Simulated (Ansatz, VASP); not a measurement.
One calculation of Ge, two programs

```
CELL_PARAMETERS angstrom
0.00000 2.97021 2.75805
2.97021 0.00000 2.75805
2.97021 2.97021 0.00000
ATOMIC_POSITIONS crystal
Ge 0.50000 0.50000 0.50000
Ge 0.75000 0.75000 0.75000
```

Change from the starting cell: strain +0.050 along x and y, -0.025 along z, atoms carried along.

Alike in both runs: task single point; functional PBE; k mesh 14 × 14 × 14; occupations gaussian, width 0.15 eV; no spin polarisation.

```csv
,VASP,Ansatz
version,VASP 6.6.1,Ansatz 0.2.0
potentials or method,"VASP PAW PBE potentials, release 64 (Ge_d), cutoff 520 eV","scalar-relativistic, plane waves, PAW"
valence electrons in the cell,28,28
```

VASP gave:

```
gap on the k mesh at the Fermi level (eV)                     : none
pressure (GPa)                                                : -1.1
traceless stress, the component that is largest in VASP (GPa) : 2.80
```

Estimate Ansatz's values.

gap on the k mesh at the Fermi level (eV): none; pressure (GPa): -1.0; traceless stress, the component that is largest in VASP (GPa): 2.80.

A gap of «none» marks a metal or a gap that the smearing closes.
